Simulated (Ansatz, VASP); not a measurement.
**One calculation of InP, two programs**

```
In P
1.0
     0.00000    2.87189    2.93050
     2.87189    0.00000    2.93050
     2.87189    2.87189    0.00000
In P
1 1
Direct
  0.00000 0.00000 0.00000
  0.75000 0.75000 0.75000
```

Alike in both runs: functional PBEsol; k mesh 7 × 7 × 7; occupations fermi-dirac, width 0.05 eV; no spin polarisation.

```csv
,VASP,Ansatz
version,VASP 6.6.1,Ansatz 0.2.0
potentials or method,"VASP PAW PBE potentials, release 64 (In_d, P)",Ansatz PAW
plane-wave cutoff (eV),520,420
valence electrons in the cell,18,18
task,single point,band structure
```

```csv
,VASP,Ansatz,Ansatz less VASP
gap on the k mesh at the Fermi level (eV),0.79,0.80,+0.001
least direct gap on the mesh (eV),0.79,0.80,+0.001
pressure (GPa),3.6,3.7,+0.03
"traceless stress, the component that is largest in VASP (GPa)",-0.56,-0.56,0.000
```

VASP's potentials were made for PBE, not for PBEsol.
